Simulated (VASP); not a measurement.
Here is a VASP 6.6.1 calculation.

The input INCAR:

```
SYSTEM = SnO
PREC = Accurate
ENCUT = 600
EDIFF = 1E-7
ISMEAR = -1
SIGMA = 0.02
LREAL = .False.
LASPH = .True.
NELM = 80
ALGO = Normal
ISIF = 3
LWAVE = .False.
LCHARG = .False.
GGA = PE
IVDW = 12
IBRION = 2
NSW = 80
EDIFFG = -0.005
```

KPOINTS

```
regular mesh
0
Gamma
  6 6 6
  0 0 0
```

Contents of POSCAR:

```
SnO
1.0
    3.7986000000      0.0000000000      0.0000000000
    0.0000000000      3.7986000000      0.0000000000
    0.0000000000      0.0000000000      4.8408000000
Sn O
2 2
Direct
    0.5000000000      0.0000000000      0.2369000000
    0.0000000000      0.5000000000      0.7631000000
    0.0000000000      0.0000000000      0.0000000000
    0.5000000000      0.5000000000      0.0000000000
```

Potentials or basis: VASP PAW PBE potentials, release 64 (Sn_d, O).

Command:

```console
$ cat potpaw_PBE.64/Sn_d/POTCAR potpaw_PBE.64/O/POTCAR > POTCAR
$ mpirun -np 1 vasp_std > vasp.out
```

Task: What does it give for the dispersion energy per atom?

Result: -0.237 eV.

Task: Predict the relaxed cell.

Result: a = 3.834 Å, b = 3.834 Å, c = 4.733 Å, α = 90.00°, β = 90.00°, γ = 90.00°.

Task: Estimate the relaxed volume.

Result: 17.39 Å³/atom.

Task: What does it give for the band gap on the k mesh?

Result: Zero (band 20 reaches 7.17 eV, above the bottom of band 21 at 7.11 eV).

The path:
| step | energy change (eV) | largest force (eV/Å) | pressure (GPa) | volume (Å³) |
| --- | --- | --- | --- | --- |
| 1 | 0.0000 | 0.6002 | 2.84 | 69.85 |
| 2 | 0.0006 | 0.5029 | -2.96 | 73.02 |
| 3 | -0.0222 | 0.0336 | -0.19 | 71.39 |
| 4 | -0.0222 | 0.0446 | -0.14 | 71.36 |
| 5 | -0.0234 | 0.0527 | -0.13 | 71.22 |
| 6 | -0.0257 | 0.0766 | -0.12 | 70.80 |
| 7 | -0.0247 | 0.1199 | -0.03 | 69.95 |
| 8 | -0.0262 | 0.0960 | -0.08 | 70.48 |
| 9 | -0.0272 | 0.0169 | -0.26 | 70.21 |
| 10 | -0.0274 | 0.0378 | -0.38 | 70.02 |
| 11 | -0.0278 | 0.0020 | 0.07 | 69.44 |
| 12 | -0.0278 | 0.0052 | -0.01 | 69.55 |
| 13 | -0.0278 | 0.0057 | -0.02 | 69.56 |
| 14 | -0.0278 | 0.0014 | -0.01 | 69.57 |

Caveat: spin-orbit coupling is left out, which moves the levels of the heavy elements; pairwise dispersion overbinds metals, which lowers pressure and volume.
